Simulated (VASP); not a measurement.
# Ru8N in VASP: a series of runs, part 2 of 2

VASP 6.6.1.

**3. Single point, PBE+D3(BJ)**

File INCAR:

```
SYSTEM = Ru8N
PREC = Accurate ; ENCUT = 520
EDIFF = 1E-6 ; ISMEAR = 0
SIGMA = 0.1 ; LREAL = .FALSE.
LASPH = .TRUE. ; NELM = 120
ALGO = Normal ; ISIF = 2
LWAVE = .FALSE. ; LCHARG = .FALSE.
LDIPOL = .TRUE. ; IDIPOL = 3
DIPOL = 0.5 0.5 0.319 ; GGA = PE
IVDW = 12 ; NBANDS = 132
GGA_COMPAT = .FALSE. ; NELMDL = -8
```

File KPOINTS:

```
Automatic mesh
0
G
  6 6 1
  0 0 0
```

File POSCAR:

```
Ru8N
1.0
    5.3951895594      0.0000000000      0.0000000000
   -2.6975947797      4.6723712167      0.0000000000
    0.0000000000      0.0000000000     25.0383144398
Ru N
16 2
Direct
    0.3333333333      0.1666666667      0.1597551628
    0.3333333333      0.6666666667      0.1597551628
    0.8333333333      0.1666666667      0.1597551628
    0.8333333333      0.6666666667      0.1597551628
    0.1666666667      0.3333333333      0.2449409688
    0.1666666667      0.8333333333      0.2449409688
    0.6666666667      0.3333333333      0.2449409688
    0.6666666667      0.8333333333      0.2449409688
    0.3333333333      0.1666666667      0.3299719610
    0.3333333333      0.6666666667      0.3299719610
    0.8333333333      0.1666666667      0.3299719610
    0.8333333333      0.6666666667      0.3299719610
    0.1666666667      0.3333333333      0.4128997766
    0.1666666667      0.8333333333      0.4128997766
    0.6666666667      0.3333333333      0.4128997766
    0.6666666667      0.8333333333      0.4128997766
    0.1666666667      0.3333333333      0.5566794232
    0.1666666667      0.3333333333      0.6006120930
```

Potentials or basis: VASP PAW PBE potentials, release 64 (Ru_pv, N).

Started as:

```
$ cat potpaw_PBE.64/Ru_pv/POTCAR potpaw_PBE.64/N/POTCAR > POTCAR
$ mpirun -np 1 vasp_std > vasp.out
```

OUTCAR:

```text
SYSTEM = Ru8N
   PREC = Accurate
   ENCUT = 520
   EDIFF = 1E-6
   ISMEAR = 0
   LREAL = .FALSE.
   LASPH = .TRUE.
   NELM = 120
   ISIF = 2
   GGA = PE
   IVDW = 12
   NELMDL = -8
 IVDW          = 12

 ion  position               nearest neighbor table
   1  0.333  0.167  0.160-   5 2.64   7 2.64   6 2.64   3 2.70   3 2.70   2 2.70   2 2.70   4 2.70
                             4 2.70
   2  0.333  0.667  0.160-   6 2.64   8 2.64   5 2.64   4 2.70   4 2.70   3 2.70   1 2.70   1 2.70
                             3 2.70
   3  0.833  0.167  0.160-   7 2.64   5 2.64   8 2.64   1 2.70   1 2.70   2 2.70   4 2.70   4 2.70
                             2 2.70
   4  0.833  0.667  0.160-   8 2.64   6 2.64   7 2.64   2 2.70   2 2.70   1 2.70   3 2.70   3 2.70
                             1 2.70
   5  0.167  0.333  0.245-   9 2.64  11 2.64  10 2.64   1 2.64   3 2.64   2 2.64   7 2.70   7 2.70
                             6 2.70   6 2.70   8 2.70   8 2.70
   6  0.167  0.833  0.245-  10 2.64  12 2.64   9 2.64   2 2.64   4 2.64   1 2.64   8 2.70   8 2.70
                             7 2.70   5 2.70   5 2.70   7 2.70
[... 1155 lines left out ...]
    128       2.3073      0.00000
    129       2.3322      0.00000
 [bands above 129 left out]

------------------------ aborting loop because EDIFF is reached ----------------------------------------

 vacuum level on the upper side and lower side of the slab       (xc-potential included)        -0.268        -0.127

 Edisp (eV)   -7.51970

 E8    (eV) :    -3.5330

  FORCE on cell =-STRESS in cart. coord.  units (eV):
  Direction    XX          YY          ZZ          XY          YZ          ZX
  --------------------------------------------------------------------------------------
  -------------------------------------------------------------------------------------
  Total     -11.93192   -11.93192    -2.19029     0.00000     0.00000     0.00000
  in kB     -30.28807   -30.28807    -5.55985     0.00000     0.00000     0.00000
  external pressure =      -22.05 kB  Pullay stress =        0.00 kB

 VOLUME and BASIS-vectors are now :
 -----------------------------------------------------------------------------
  energy-cutoff  :      520.00
  volume of cell :      631.17
      direct lattice vectors                 reciprocal lattice vectors
     5.395189559  0.000000000  0.000000000     0.185350299  0.107012045  0.000000000
    -2.697594780  4.672371217  0.000000000     0.000000000  0.214024090  0.000000000
     0.000000000  0.000000000 25.038314440     0.000000000  0.000000000  0.039938791

 POSITION                                       TOTAL-FORCE (eV/Angst)
 -----------------------------------------------------------------------------------
      1.34880      0.77873      4.00000         0.003404     -0.001965      0.513270
     -0.00000      3.11491      4.00000         0.000000      0.003930      0.513270
      4.04639      0.77873      4.00000        -0.003404     -0.001965      0.513270
      2.69759      3.11491      4.00000         0.000000      0.000000      0.510603
      0.00000      1.55746      6.13291         0.000000      0.000000     -0.518115
     -1.34880      3.89364      6.13291        -0.003604     -0.002081     -0.526004
[... 10 lines left out ...]
      0.00000      1.55746     13.93831         0.000000      0.000000     -2.166435
      0.00000      1.55746     15.03831        -0.000000      0.000000      2.124445
 -----------------------------------------------------------------------------------
    total drift:                                0.000002     -0.000001     -0.001648

  FREE ENERGIE OF THE ION-ELECTRON SYSTEM (eV)
  ---------------------------------------------------
  free  energy   TOTEN  =      -163.5285958953 eV

  energy  without entropy=     -163.4328329322  energy(sigma->0) =     -163.48071441

 vacuum level on the upper side and lower side of the slab         6.236         6.382
```

Wall time 62 min (1 thread of Intel Xeon 8259CL, shared host); peak memory 0.9 GiB.

What came out:

```yaml
Free_energy: -163.5286 eV
Largest_force: 2.166 eV/Å
Band_gap_on_the_k_mesh: zero (bands 117 and 118 overlap by 1.26 eV)
Dispersion_energy_per_atom: -0.418 eV
```

Forces in eV/Å, atoms in the order of the input:
```
Ru   0.003 -0.002  0.513
Ru   0.000  0.004  0.513
Ru  -0.003 -0.002  0.513
Ru   0.000  0.000  0.511
Ru   0.000  0.000 -0.518
Ru  -0.004 -0.002 -0.526
Ru   0.000  0.004 -0.526
Ru   0.004 -0.002 -0.526
Ru   0.022 -0.013 -0.003
Ru   0.000  0.025 -0.003
Ru  -0.022 -0.013 -0.003
Ru   0.000  0.000 -0.040
Ru   0.000  0.000  0.083
Ru  -0.004 -0.002  0.018
Ru   0.000  0.005  0.018
Ru   0.004 -0.002  0.018
N    0.000  0.000 -2.166
N    0.000  0.000  2.124
```

Levels at points of the mesh, in eV from the Fermi level:
```csv
k point,band 115,band 116,band 117,band 118,band 119,band 120
"(0.00, 0.00, 0.00)",0.19,1.00,1.00,1.08,1.08,1.08
"(0.50, 0.00, 0.00)",-0.62,-0.57,-0.57,-0.08,-0.07,0.00
```

Caveat: the standard files for N, O and F lose accuracy on very short bonds.
